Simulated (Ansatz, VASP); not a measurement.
# One calculation of MgS5, two programs

```
Mg S
1.0
     4.71836    0.00000    0.00000
    -2.35918    4.08622    0.00000
     0.00000    0.00000    9.16642
Mg S
1 5
Direct
  0.00000 0.00000 0.50000
  0.50000 0.00000 0.00000
  0.00000 0.50000 0.00000
  0.50000 0.50000 0.00000
  0.00000 0.00000 0.74920
  0.00000 0.00000 0.25080
```

Alike in both runs: functional PBE; k mesh 6 × 6 × 2; occupations gaussian, width 0.1 eV; no spin polarisation.

Ansatz relaxed the structure, and its values are those at the end. VASP's run is a single point on that final structure, the one shown.

|  | VASP | Ansatz |
| --- | --- | --- |
| version | VASP 6.6.1 | Ansatz 0.2.0 |
| potentials or method | VASP PAW PBE potentials, release 64 (Mg, S), cutoff 520 eV | scalar-relativistic, plane waves, PAW |
| valence electrons in the cell | 32 | 40 |

```tsv
	VASP	Ansatz	Ansatz less VASP
gap on the k mesh at the Fermi level (eV)	none	none	-
pressure (GPa)	0.1	0.1	+0.08
```

A gap of «none» marks a metal or a gap that the smearing closes. The functional is the same, so the differences come from potentials, cutoffs and numerics. VASP's potentials hold 32 valence electrons a cell and Ansatz's 40, so a difference there can come from the potentials and not from the codes.
